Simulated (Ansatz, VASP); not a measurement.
## SrTiO3: VASP beside Ansatz

The input INCAR:

```
SYSTEM = SrTiO3
  PREC = Accurate
  ENCUT = 520
  EDIFF = 1E-7
  ISMEAR = 0
  SIGMA = 0.05
  LREAL = .FALSE.
  LASPH = .TRUE.
  NELM = 60
  ALGO = Normal
  ISIF = 2
  LWAVE = .FALSE.
  LCHARG = .FALSE.
  GGA = PE
  NBANDS = 28
```

The input KPOINTS:

```
regular mesh
0
G
  8 8 8
  0 0 0
```

Contents of POSCAR:

```
SrTiO3
1.0
    4.0840187007      0.0000000000      0.0000000000
    0.0000000000      3.7887884331      0.0000000000
    0.0000000000      0.0000000000      3.9364035669
Sr Ti O
1 1 3
Direct
    0.0000000000      0.0000000000      0.0000000000
    0.5000000000      0.5000000000      0.5000000000
    0.0000000000      0.5000000000      0.5000000000
    0.5000000000      0.0000000000      0.5000000000
    0.5000000000      0.5000000000      0.0000000000
```

Input for Ansatz:

```yaml
crystal:
  lattice:
    - [4.0840187007, 0.0, 0.0]
    - [0.0, 3.7887884331, 0.0]
    - [0.0, 0.0, 3.9364035669]
  atoms:
    - { symbol: Sr, position: [0.0, 0.0, 0.0] }
    - { symbol: Ti, position: [0.5, 0.5, 0.5] }
    - { symbol: O, position: [0.0, 0.5, 0.5] }
    - { symbol: O, position: [0.5, 0.0, 0.5] }
    - { symbol: O, position: [0.5, 0.5, 0.0] }
basis:
  ecutwfc: 420
kpoints:
  mp_grid: { grid: [8, 8, 8] }
hamiltonian:
  xc: pbe
scf:
  occupations: { method: gaussian, width: 0.05 }
output:
  forces: true
  stress: true
  eigenvalues: true
```

Change from the starting cell: strain +0.0375 x Voigt [1, -1, 0, 0, 0, 0], atoms carried along.

Alike in both runs: task single point; functional PBE; k mesh 8 × 8 × 8; occupations gaussian, width 0.05 eV; no spin polarisation.

```csv
,VASP,Ansatz
version,VASP 6.6.1,Ansatz 0.2.0
potentials or method,"VASP PAW PBE potentials, release 64 (Sr_sv, Ti_sv, O), cutoff 520 eV","scalar-relativistic, plane waves, PAW"
valence electrons in the cell,40,40
```

VASP gave:

```
gap on the k mesh at the Fermi level (eV)                     : 1.69
least direct gap on the mesh (eV)                             : 2.09
pressure (GPa)                                                : 2.0
traceless stress, the component that is largest in VASP (GPa) : 9.02
```

Question: What did Ansatz give for the same quantities?

Answer: gap on the k mesh at the Fermi level (eV): 1.72; least direct gap on the mesh (eV): 2.11; pressure (GPa): 1.4; traceless stress, the component that is largest in VASP (GPa): 8.88.
